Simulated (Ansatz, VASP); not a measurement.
Two plane-wave programs on Ge

INCAR

```
ALGO = Normal ; EDIFF = 1E-7
ENCUT = 520 ; GGA = CA
ISIF = 2 ; ISMEAR = 0
LASPH = True ; LCHARG = False
LREAL = False ; LWAVE = False
NBANDS = 21 ; NELM = 80
PREC = Accurate ; SIGMA = 0.15
```

The input KPOINTS:

```
k-points
0
Gamma
  16 16 16
```

POSCAR

```
Ge
1.0
    0.0000000000      2.9781000254      2.6377031925
    2.9781000254      0.0000000000      2.6377031925
    2.9781000254      2.9781000254      0.0000000000
Ge
2
Direct
    0.5000000000      0.5000000000      0.5000000000
    0.7500000000      0.7500000000      0.7500000000
```

Input for Ansatz:

```yaml
crystal:
  lattice:
    - [0.0, 2.9781000254, 2.6377031925]
    - [2.9781000254, 0.0, 2.6377031925]
    - [2.9781000254, 2.9781000254, 0.0]
  atoms:
    - { symbol: Ge, position: [0.5, 0.5, 0.5] }
    - { symbol: Ge, position: [0.75, 0.75, 0.75] }
basis:
  ecutwfc: 420
kpoints:
  mp_grid: { grid: [16, 16, 16] }
hamiltonian:
  xc: lda
scf:
  occupations: { method: gaussian, width: 0.15 }
output:
  forces: true
  stress: true
  eigenvalues: true
```

Alike in both runs: task single point; functional LDA; k mesh 16 × 16 × 16; occupations gaussian, width 0.15 eV; no spin polarisation.

|  | VASP | Ansatz |
| --- | --- | --- |
| version | VASP 6.6.1 | Ansatz 0.2.0 |
| potentials or method | VASP PAW LDA potentials, release 64 (Ge_d), cutoff 520 eV | scalar-relativistic, plane waves, PAW |
| valence electrons in the cell | 28 | 28 |

```tsv
	VASP	Ansatz	Ansatz less VASP
gap on the k mesh at the Fermi level (eV)	none	none	-
pressure (GPa)	-3.2	-3.4	-0.11
traceless stress, the component that is largest in VASP (GPa)	4.33	4.32	-0.008
```

LDA's correlation is that of Perdew and Zunger in VASP and of Perdew and Wang (1992) in Ansatz. A gap of «none» marks a metal or a gap that the smearing closes.
